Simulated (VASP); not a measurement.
# CoSn (P6/mmm) in VASP: electric field gradients with PBE

Aim: the electric field gradients of CoSn with PBE.

Program: VASP 6.6.1. These are calculated values, not measurements. Logs are shortened: lines on timing, memory, paths and dates and some standing lists are left out, and cuts for length are marked.

**1. The cell of the first run**

Symmetry: P6/mmm, No. 191, hexagonal system. Conventional cell: a = 5.246 Å, b = 5.246 Å, c = 4.188 Å, α = 90.00°, β = 90.00°, γ = 120.00°. Within 3.4 Å of Co (site symmetry mmm) lie 6 Sn at 2.58 to 2.62 Å and 4 Co at 2.62 Å. Sn (site symmetry -6m2) has 6 Co at 2.58 Å and 3 Sn at 3.03 Å within 3.4 Å. Within 3.5 Å of Sn (site symmetry 6/mmm) lie 6 Co at 2.62 Å.

**2. Electric field gradients, PBE, collinear spin, ferromagnetic start**

The input, INCAR:

```
PREC = Accurate
ENCUT = 520
EDIFF = 1E-8
ISMEAR = -1
SIGMA = 0.05
LREAL = F
LASPH = T
NELM = 150
ALGO = Normal
ISIF = 2
LWAVE = F
LCHARG = F
ISPIN = 2
MAGMOM = 2 2 2 0 0 0
LORBIT = 11
LMAXMIX = 4
GGA = PE
LEFG = T
NBANDS = 48
```

The input, KPOINTS:

```
Automatic mesh
0
Gamma
  7 7 7
```

The input, POSCAR:

```
CoSn
1.0
    5.2460399276      0.0000000000      0.0000000000
   -2.6230199638      4.5432038466      0.0000000000
    0.0000000000      0.0000000000      4.1875903000
Co Sn
3 3
Direct
    0.0000000000      0.5000000000      0.0000000000
    0.5000000000      0.5000000000      0.0000000000
    0.5000000000      0.0000000000      0.0000000000
    0.6666666667      0.3333333333      0.5000000000
    0.3333333333      0.6666666667      0.5000000000
    0.0000000000      0.0000000000      0.0000000000
```

Potentials or basis: VASP PAW PBE potentials, release 64 (Co, Sn_d).

On the command line:

```sh
$ cat potpaw_PBE.64/Co/POTCAR potpaw_PBE.64/Sn_d/POTCAR > POTCAR
$ mpirun -np 1 vasp_std > vasp.out
```

OUTCAR:

```text
PREC = Accurate
   ENCUT = 520
   EDIFF = 1E-8
   ISMEAR = -1
   LREAL = F
   LASPH = T
   NELM = 150
   ISIF = 2
   ISPIN = 2
   LORBIT = 11
   GGA = PE

 ion  position               nearest neighbor table
   1  0.000  0.500  0.000-   4 2.58   5 2.58   4 2.58   5 2.58   2 2.62   2 2.62   6 2.62   6 2.62
                             3 2.62   3 2.62
   2  0.500  0.500  0.000-   4 2.58   5 2.58   4 2.58   5 2.58   1 2.62   1 2.62   6 2.62   3 2.62
                             3 2.62   6 2.62
   3  0.500  0.000  0.000-   4 2.58   5 2.58   4 2.58   5 2.58   6 2.62   6 2.62   1 2.62   2 2.62
                             2 2.62   1 2.62
   4  0.667  0.333  0.500-   1 2.58   1 2.58   3 2.58   3 2.58   2 2.58   2 2.58   5 3.03   5 3.03
                             5 3.03   6 3.68   6 3.68   6 3.68   6 3.68   6 3.68   6 3.68
   5  0.333  0.667  0.500-   1 2.58   1 2.58   3 2.58   3 2.58   2 2.58   2 2.58   4 3.03   4 3.03
                             4 3.03   6 3.68   6 3.68   6 3.68   6 3.68   6 3.68   6 3.68
   6  0.000  0.000  0.000-   3 2.62   3 2.62   1 2.62   1 2.62   2 2.62   2 2.62   5 3.68   4 3.68
                             5 3.68   4 3.68   4 3.68   5 3.68   5 3.68   4 3.68   5 3.68   5 3.68

  LATTYP: Found a hexagonal cell.
 ALAT       =     5.2460399276
 C/A-ratio  =     0.7982383584

  Lattice vectors:

 A1 = (   5.2460399276,   0.0000000000,   0.0000000000)
 A2 = (  -2.6230199638,   4.5432038466,   0.0000000000)
 A3 = (   0.0000000000,   0.0000000000,   4.1875903000)

Analysis of symmetry for initial positions (statically):
=====================================================================
 Subroutine PRICEL returns:
 Original cell was already a primitive cell.

 Routine SETGRP: Setting up the symmetry group for a
 hexagonal supercell.

 Subroutine GETGRP returns: Found 24 space group operations
 (whereof 24 operations were pure point group operations)
 out of a pool of 24 trial point group operations.

The static configuration has the point symmetry D_6h.

Analysis of symmetry for dynamics (positions and initial velocities):
=====================================================================
 Subroutine PRICEL returns:
 Original cell was already a primitive cell.

 Routine SETGRP: Setting up the symmetry group for a
 hexagonal supercell.

 Subroutine GETGRP returns: Found 24 space group operations
 (whereof 24 operations were pure point group operations)
 out of a pool of 24 trial point group operations.

The dynamic configuration has the point symmetry D_6h.

Analysis of structural, dynamic, and magnetic symmetry:
=====================================================================
 Subroutine PRICEL returns:
 Original cell was already a primitive cell.

 Routine SETGRP: Setting up the symmetry group for a
 hexagonal supercell.

 Subroutine GETGRP returns: Found 24 space group operations
 (whereof 24 operations were pure point group operations)
 out of a pool of 24 trial point group operations.

The overall configuration has the point symmetry D_6h.

 Subroutine INISYM returns: Found 24 space group operations
 (whereof 24 operations are pure point group operations),
 and found     1 'primitive' translations

----------------------------------------------------------------------------------------

                                     Primitive cell

  volume of cell :      99.8063

  direct lattice vectors                    reciprocal lattice vectors
     5.246039928  0.000000000  0.000000000     0.190619975  0.110054494  0.000000000
    -2.623019964  4.543203847  0.000000000     0.000000000  0.220108988  0.000000000
     0.000000000  0.000000000  4.187590300     0.000000000  0.000000000  0.238800821

  length of vectors
     5.246039928  5.246039928  4.187590300     0.220108988  0.220108988  0.238800821

  position of ions in fractional coordinates (direct lattice)
     0.000000000  0.500000000  0.000000000
     0.500000000  0.500000000  0.000000000
     0.500000000  0.000000000  0.000000000
     0.666666667  0.333333333  0.500000000
     0.333333333  0.666666667  0.500000000
     0.000000000  0.000000000  0.000000000

  ion indices of the primitive-cell ions
   primitive index   ion index
[... 112 lines left out ...]
 maximum number of plane-waves:      2708
 NGX is ok and might be reduce to    40
   NGX = 19   NGY = 19   NGZ = 15

 number of electron      69.0000006 magnetization      -0.0000480

 number of electron      69.0000006 magnetization       0.0000068

 Free energy of the ion-electron system (eV)
  ---------------------------------------------------
  ext. energy  EPLUGINS =         0.00000000
  ---------------------------------------------------
  free energy    TOTEN  =       -33.21811857 eV

  energy without entropy =      -33.19289601  energy(sigma->0) =      -33.20550729

 E-fermi :  10.2059     XC(G=0): -11.8598

 val. band max:       10.2041677216   @ k =   0.2857   0.1429   0.1429
 cond. band min:      10.2555716665   @ k =   0.2857  -0.0000   0.2857
 fundamental gap:      0.0514039449
 Fermi energy:        10.2059462985

 spin component 1

 k-point     1 :       0.0000    0.0000    0.0000
  band No.  band energies     occupation
      1     -11.3485      1.00000
      2     -11.2422      1.00000
      3     -11.2422      1.00000
      4     -11.2354      1.00000
      5     -11.2354      1.00000
      6     -11.1439      1.00000
[... 1165 lines left out ...]
     45      18.3950      0.00000
     46      18.4087      0.00000

 [... further k-points ...]

 spin component 2

 k-point     1 :       0.0000    0.0000    0.0000
  band No.  band energies     occupation
      1     -11.3485      1.00000
      2     -11.2422      1.00000
      3     -11.2422      1.00000
      4     -11.2354      1.00000
      5     -11.2354      1.00000
      6     -11.1439      1.00000
[... 1165 lines left out ...]
     45      18.3950      0.00000
     46      18.4087      0.00000

 [... further k-points ...]

 [bands above 46 left out]

------------------------ aborting loop because EDIFF is reached ----------------------------------------

  FORCE on cell =-STRESS in cart. coord.  units (eV):
  Direction    XX          YY          ZZ          XY          YZ          ZX
  --------------------------------------------------------------------------------------
  -------------------------------------------------------------------------------------
  Total        2.4252398      2.4252398      2.5568282      0.0000000     -0.0000000      0.0000000
  in kB       38.9320500     38.9320500     41.0444214      0.0000000     -0.0000000      0.0000000
  external PRESSURE =      39.6361738 kB  Pullay stress =       0.0000000 kB

 VOLUME and BASIS-vectors are now :
 -----------------------------------------------------------------------------
  energy-cutoff  :      520.00
  volume of cell :       99.81
      direct lattice vectors                 reciprocal lattice vectors
     5.246039928  0.000000000  0.000000000     0.190619975  0.110054494  0.000000000
    -2.623019964  4.543203847  0.000000000     0.000000000  0.220108988  0.000000000
     0.000000000  0.000000000  4.187590300     0.000000000  0.000000000  0.238800821

 POSITION                                       TOTAL-FORCE (eV/Angst)
 -----------------------------------------------------------------------------------
     -1.31151      2.27160      0.00000        -0.000000      0.000000      0.000000
      1.31151      2.27160      0.00000        -0.000000      0.000000      0.000000
      2.62302      0.00000      0.00000        -0.000000      0.000000      0.000000
      2.62302      1.51440      2.09380        -0.000000      0.000000     -0.000000
     -0.00000      3.02880      2.09380         0.000000     -0.000000      0.000000
      0.00000      0.00000      0.00000        -0.000000      0.000000      0.000000
 -----------------------------------------------------------------------------------
    total drift:                               -0.000000      0.000000     -0.000000

  FREE ENERGIE OF THE ION-ELECTRON SYSTEM (eV)
  ---------------------------------------------------
  free  energy   TOTEN  =       -33.2181185654 eV

  energy  without entropy=      -33.1928960078  energy(sigma->0) =      -33.20550729

 Electric field gradients (V/A^2)
---------------------------------------------------------------------
 ion       V_xx      V_yy      V_zz      V_xy      V_xz      V_yz
---------------------------------------------------------------------
   1     -15.407    -7.454    22.861    -6.884    -0.000    -0.000
   2     -15.406    -7.456    22.862     6.885     0.000    -0.000
   3      -3.481   -19.380    22.861     0.002     0.000     0.000
   4     113.278   113.278  -226.555    -0.000     0.000    -0.000
   5     113.278   113.278  -226.555    -0.000     0.000    -0.000
   6    -216.154  -216.159   432.312    -0.004    -0.000     0.000
---------------------------------------------------------------------

 Electric field gradients after diagonalization (V/A^2)
 (convention: |V_zz| > |V_xx| > |V_yy|)
----------------------------------------------------------------------
 ion       V_xx      V_yy      V_zz     asymmetry (V_yy - V_xx)/ V_zz
----------------------------------------------------------------------
   1     -19.380    -3.481    22.861       0.695
   2     -19.381    -3.481    22.862       0.695
   3     -19.380    -3.481    22.861       0.695
   4     113.278   113.277  -226.555       0.000
   5     113.278   113.277  -226.555       0.000
   6    -216.161  -216.151   432.312       0.000
----------------------------------------------------------------------

           NMR quadrupolar parameters

 Cq : quadrupolar parameter    Cq=e*Q*V_zz/h
 eta: asymmetry parameters     (V_yy - V_xx)/ V_zz
 Q  : nuclear electric quadrupole moment in mb (millibarn)
----------------------------------------------------------------------
 ion       Cq(MHz)       eta       Q (mb)
----------------------------------------------------------------------
   1       0.055       0.695       1.000
   2       0.055       0.695       1.000
   3       0.055       0.695       1.000
   4      -0.548       0.000       1.000
   5      -0.548       0.000       1.000
   6       1.045       0.000       1.000
----------------------------------------------------------------------

 total charge

# of ion       s       p       d       tot
------------------------------------------
    1        0.405   0.474   7.485   8.364
    2        0.405   0.474   7.485   8.364
    3        0.405   0.474   7.485   8.364
    4        1.131   1.271  10.075  12.476
    5        1.131   1.271  10.075  12.476
    6        1.160   1.121  10.044  12.326
--------------------------------------------------
tot          4.637   5.084  52.650  62.371

 magnetization (x)

# of ion       s       p       d       tot
------------------------------------------
    1       -0.000  -0.000  -0.000  -0.000
    2       -0.000  -0.000  -0.000  -0.000
    3       -0.000  -0.000  -0.000  -0.000
    4        0.000   0.000   0.000   0.000
    5        0.000   0.000   0.000   0.000
    6       -0.000   0.000   0.000   0.000
--------------------------------------------------
tot          0.000   0.000  -0.000  -0.000
```

Run time: 6 min. Hardware: 1 thread of Intel Xeon Platinum 8259CL at 2.50GHz (Skylake/Cascade Lake), shared host; peak memory 0.39 GiB.

What came out:

```yaml
Free_energy: -33.2181 eV
Pressure: 4.0 GPa
Net_moment: 0.00 μB per cell
Valence_electrons_inside_the_program's_atomic_spheres: Co 8.36; Sn 12.48, 12.33
```

Stress tensor (GPa, compression positive):
```
3.89 0.00 0.00
0.00 3.89 0.00
0.00 0.00 4.10
```

Levels at points of the mesh, in eV from the Fermi level:
Spin up:
```
           k point  band 32  band 33  band 34  band 35  band 36  band 37
(0.00, 0.00, 0.00)    -0.49    -0.46    -0.46     0.48     0.61     1.36
```
Spin down:
| k point | band 32 | band 33 | band 34 | band 35 | band 36 | band 37 |
| --- | --- | --- | --- | --- | --- | --- |
| (0.00, 0.00, 0.00) | -0.49 | -0.46 | -0.46 | 0.48 | 0.61 | 1.36 |

Electric field gradients, principal values (V/Å²):
```csv
atom,least,middle,greatest (by size)
1 Co,-3.481,-19.380,22.861
2 Co,-3.481,-19.381,22.862
3 Co,-3.481,-19.380,22.861
4 Sn,113.277,113.278,-226.555
5 Sn,113.277,113.278,-226.555
6 Sn,-216.151,-216.161,432.312
```

Caveat: the starting moments collapsed, and a magnetic state may lie lower; without QUAD_EFG the Cq values of the log hold for a quadrupole moment of 1 mb, not for the nuclei; spin-orbit coupling is left out, which moves the levels of the heavy elements.
